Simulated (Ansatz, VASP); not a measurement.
Two plane-wave programs on P

File INCAR:

```
SYSTEM = P
ALGO     = Normal         ! electronic algorithm
EDIFF    = 1E-6           ! SCF threshold, eV
ENCUT    = 520            ! plane-wave cutoff, eV
GGA      = PS             ! functional
ISIF     = 2              ! what is computed and relaxed
ISMEAR   = -1             ! smearing method
LASPH    = .True.         ! aspherical terms in the spheres
LCHARG   = .False.        ! write CHGCAR
LREAL    = .False.        ! projectors in reciprocal space
LWAVE    = .False.        ! write WAVECAR
NBANDS   = 12             ! bands
NELM     = 100            ! most SCF steps
PREC     = Accurate       ! precision mode
SIGMA    = 0.08           ! smearing width, eV
```

The input KPOINTS:

```
k-points
0
Gamma
  16 16 9
  0 0 0
```

The input POSCAR:

```
P
1.0
    2.7706296334      0.0000000000      0.0000000000
   -1.3853148167      2.3994356470      0.0000000000
    0.0000000000      0.0000000000      2.9815339594
P
2
Direct
    0.3333333333      0.6666666667      0.2500000000
    0.6666666667      0.3333333333      0.7500000000
```

Input for Ansatz:

```yaml
crystal:
  lattice:
    - [2.7706296334, 0.0, 0.0]
    - [-1.3853148167, 2.399435647, 0.0]
    - [0.0, 0.0, 2.9815339594]
  atoms:
    - { symbol: P, position: [0.3333333333, 0.6666666667, 0.25] }
    - { symbol: P, position: [0.6666666667, 0.3333333333, 0.75] }
kpoints:
  mp_grid: { grid: [16, 16, 9] }
scf:
  occupations: { method: fermi_dirac, width: 0.08 }
hamiltonian:
  xc: pbesol
  pseudopotentials: { kind: paw }
output:
  forces: true
  stress: true
  eigenvalues: true
  populations: true
```

Change from the starting cell: volume scaled by 0.68, PAW files.

Alike in both runs: task single point; functional PBEsol; k mesh 16 × 16 × 9; occupations fermi-dirac, width 0.08 eV; no spin polarisation.

|  | VASP | Ansatz |
| --- | --- | --- |
| version | VASP 6.6.1 | Ansatz 0.2.0 |
| potentials or method | VASP PAW PBE potentials, release 64 (P) | PAW with Ansatz's default frozen-core files, scalar-relativistic |
| plane-wave cutoff (eV) | 520 | 420 |
| valence electrons in the cell | 10 | 10 |

|  | VASP | Ansatz | Ansatz less VASP |
| --- | --- | --- | --- |
| pressure (GPa) | 83.0 | 83.1 | +0.03 |
| traceless stress, the component that is largest in VASP (GPa) | 0.22 | 0.19 | -0.026 |

VASP's potentials were made for PBE, not for PBEsol. Both programs put the cell under a high pressure, so it lies far from rest at this level.

Noted on VASP's run: the cell as given lies far from equilibrium.
